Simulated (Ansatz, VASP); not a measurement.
KF: VASP beside Ansatz

```
K F
1.0
    -0.02889    2.69617    2.69617
     2.69617   -0.02889    2.69617
     2.69617    2.69617   -0.02889
K F
1 1
Cartesian
  0.0000 0.0000 0.0000
  2.6817 2.6817 2.6817
```

Alike in both runs: task single point; functional PBE; k mesh 8 × 8 × 8; occupations gaussian, width 0.05 eV; no spin polarisation.

|  | VASP | Ansatz |
| --- | --- | --- |
| version | VASP 6.6.1 | Ansatz 0.2.0 |
| potentials or method | VASP PAW PBE potentials, release 64 (K_sv, F), cutoff 520 eV | scalar-relativistic, plane waves, PAW |
| valence electrons in the cell | 16 | 16 |

```tsv
	VASP	Ansatz	Ansatz less VASP
gap on the k mesh at the Fermi level (eV)	5.93	5.95	+0.015
least direct gap on the mesh (eV)	5.93	5.95	+0.015
pressure (GPa)	0.0	0.0	-0.01
traceless stress, the component that is largest in VASP (GPa)	0.14	0.14	+0.002
```

The functional is the same, so the differences come from potentials, cutoffs and numerics.
